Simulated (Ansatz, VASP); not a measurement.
**Ti in VASP and in Ansatz**

```
CELL_PARAMETERS angstrom
0.00000 2.06769 2.06769
2.06769 0.00000 2.06769
2.06769 2.06769 0.00000
ATOMIC_POSITIONS crystal
Ti 0.00000 0.00000 0.00000
```

Alike in both runs: task single point; functional PBEsol; k mesh 18 × 18 × 18; occupations gaussian, width 0.1 eV; no spin polarisation.

|  | VASP | Ansatz |
| --- | --- | --- |
| version | VASP 6.6.1 | Ansatz 0.2.0 |
| potentials or method | VASP PAW PBE potentials, release 64 (Ti_sv), cutoff 520 eV | scalar-relativistic, plane waves, PAW |
| valence electrons in the cell | 12 | 12 |

Ansatz gave:

| Property | Result |
| --- | --- |
| gap on the k mesh at the Fermi level (eV) | none |
| pressure (GPa) | -6.0 |

Q: Estimate VASP's values.

A: gap on the k mesh at the Fermi level (eV): none; pressure (GPa): -6.2.

VASP's potentials were made for PBE, not for PBEsol. A gap of «none» marks a metal or a gap that the smearing closes.
